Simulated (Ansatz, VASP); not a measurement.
**One calculation of Cd, two programs**

```
Cd
1.0
     2.92758    0.00000    0.00000
    -1.46379    2.53535    0.00000
     0.00000    0.00000    5.72158
Cd
2
Direct
  0.33333 0.66667 0.25000
  0.66667 0.33333 0.75000
```

Alike in both runs: task relaxation of cell and atoms; functional PBEsol; k mesh 18 × 18 × 8; occupations gaussian, width 0.1 eV; no spin polarisation.

|  | VASP | Ansatz |
| --- | --- | --- |
| version | VASP 6.6.1 | Ansatz 0.2.0 |
| potentials or method | VASP PAW PBE potentials, release 64 (Cd), cutoff 600 eV | scalar-relativistic, plane waves, PAW |
| valence electrons in the cell | 24 | 40 |

Ansatz gave:

```
gap on the k mesh at the Fermi level, each at its own relaxed structure (eV)  : none
relaxed volume (Å³/atom)                                                      : 21.06
relaxed length of the cell vector where the two differ most in proportion (Å) : 2.944
```

Problem. What did VASP give for the same quantities?

Solution. gap on the k mesh at the Fermi level, each at its own relaxed structure (eV): none; relaxed volume (Å³/atom): 21.12; relaxed length of the cell vector where the two differ most in proportion (Å): 2.950.

VASP's potentials were made for PBE, not for PBEsol. A gap of «none» marks a metal or a gap that the smearing closes. VASP's potentials hold 24 valence electrons a cell and Ansatz's 40, so a difference there can come from the potentials and not from the codes.
